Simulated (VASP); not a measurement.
Input of a VASP 6.6.1 run:

The input INCAR:

```
PREC = Accurate
ENCUT = 520
EDIFF = 1E-6
ISMEAR = 0
SIGMA = 0.025
LREAL = F
LASPH = T
NELM = 60
ALGO = Normal
ISIF = 2
LWAVE = F
LCHARG = T
GGA = CA
LELF = T
LVHAR = T
NBANDS = 35
```

Contents of KPOINTS:

```
Automatic mesh
0
Gamma
  4 4 4
```

The input POSCAR:

```
Ca5Mg
1.0
    6.6066120000      0.0000000000      0.0000000000
   -3.3033060000      5.7214938249      0.0000000000
    0.0000000000      0.0000000000      6.2102690000
Ca Mg
5 1
Direct
    0.6781060000      0.0000000000      0.5000000000
    0.3218940000      0.3218940000      0.5000000000
    1.0000000000      0.6781060000      0.5000000000
    0.6666670000      0.3333330000      0.0000000000
    0.3333330000      0.6666670000      0.0000000000
    0.0000000000      0.0000000000      0.0000000000
```

Potentials or basis: VASP PAW LDA potentials, release 64 (Ca_sv, Mg).

Run with:

```bash
$ cat potpaw_LDA.64/Ca_sv/POTCAR potpaw_LDA.64/Mg/POTCAR > POTCAR
$ mpirun -np 1 vasp_std > vasp.out
```

Question: What does it give for the pressure?

Answer: -2.1 GPa.

Question: What does it give for the band gap on the k mesh?

Answer: Zero (bands 26 and 27 overlap by 0.41 eV).

Stress tensor (GPa, compression positive):
```
-2.23  0.00  0.00
 0.00 -2.23  0.00
 0.00  0.00 -1.94
```
